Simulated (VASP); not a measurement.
A run of VASP 6.6.1 is set up as follows.

File INCAR:

```
SYSTEM = Mo
ALGO = Fast
EDIFF = 1E-7
ENCUT = 520
GGA = PS
ISIF = 2
ISMEAR = 0
ISYM = 0
LASPH = .True.
LCHARG = .True.
LELF = .True.
LREAL = .False.
LVHAR = .True.
LWAVE = .False.
NBANDS = 13
NELM = 80
PREC = Accurate
SIGMA = 0.1
```

Contents of KPOINTS:

```
k-points
0
Gamma
  13 8 26
  0 0 0
```

The input POSCAR:

```
Mo
1.0
    2.7100592321      0.0000000000      0.0000000000
    0.0000000000      4.4255081942      0.0000000000
    0.9033530774      2.2127540971      1.2775341736
Mo
1
Direct
    0.0000000000      0.0000000000      0.0000000000
```

Potentials or basis: VASP PAW PBE potentials, release 64 (Mo_sv).

Launch:

```bash
$ cat potpaw_PBE.64/Mo_sv/POTCAR > POTCAR
$ mpirun -np 1 vasp_std > vasp.out
```

Problem. Predict the pressure.

Solution. 0.7 GPa.

Problem. Estimate the band gap on the k mesh.

Solution. Zero (band 7 reaches 16.64 eV, above the bottom of band 8 at 11.39 eV).

Caveat: the PAW data sets were made with another functional, which shifts forces and pressure a little.
